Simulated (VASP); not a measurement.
Crystal: Ti.

```
Ti
1.0
     0.00000    1.92439    1.92439
     1.92439    0.00000    1.92439
     1.92439    1.92439    0.00000
Ti
1
Direct
  0.00000 0.00000 0.00000
```

Base run:

* Program: VASP 6.6.1
* Functional: PBE
* Potentials or basis: VASP PAW PBE potentials, release 64 (Ti_sv)
* Cutoff: 520 eV
* k mesh: 20 × 20 × 20
* Occupations: gaussian, width 0.15 eV
* Spin: collinear spin, ferromagnetic start
* Starting moments: [1.0] μB
* Fixed moment: 1 μB

Its results: pressure 34.3 GPa; site moments Ti +0.73 μB.

Task: The run is repeated on the same cell with these changes: fixed moment from 1 μB to 0.125 μB; moments at the start from [1.0] to [0.12]. What comes out?

Result: Pressure 29.2 GPa; site moments Ti +0.09 μB.

Caveats: the total moment is fixed, so each spin has its own Fermi level.
